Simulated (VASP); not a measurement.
**Sb: single point with r2SCAN**

The system is Sb.

```xyz
1
Lattice="-1.7250 1.7250 1.7250 1.7250 -1.7250 1.7250 1.7250 1.7250 -1.7250" Properties=species:S:1:pos:R:3 pbc="T T T"
Sb    0.0000    0.0000    0.0000
```

```yaml
Program: VASP 6.6.1
Task: single point
Functional: r2SCAN
Potentials_or_basis: VASP PAW PBE potentials, release 64 (Sb)
Cutoff: 520 eV
k_mesh: 10 × 10 × 10
Occupations: fermi-dirac, width 0.1 eV
Spin: no spin polarisation
```

```json
{
  "Pressure": "31.9 GPa"
}
```

Levels at points of the mesh, in eV from the Fermi level:
| k point | band 1 | band 2 | band 3 | band 4 | band 5 | band 6 | band 7 |
| --- | --- | --- | --- | --- | --- | --- | --- |
| (0.00, 0.00, 0.00) | -16.12 | 8.35 | 8.35 | 8.35 | 12.03 | 12.03 | 12.03 |
| (0.50, 0.00, 0.00) | -9.84 | -7.97 | 2.36 | 4.85 | 7.53 | 8.05 | 16.86 |
| (0.50, 0.50, 0.50) | -4.02 | -2.99 | -2.99 | -2.99 | 2.56 | 2.56 | 19.73 |

It took 24 s on 1 thread of Intel(R) Xeon(R) Platinum 8259CL CPU @ 2.50GHz (Skylake/Cascade Lake), with other jobs on the host, peak memory 0.14 GiB.

Caveat: the PAW data sets were made with another functional, which shifts forces and pressure a little; spin-orbit coupling is left out, which moves the levels of the heavy elements.
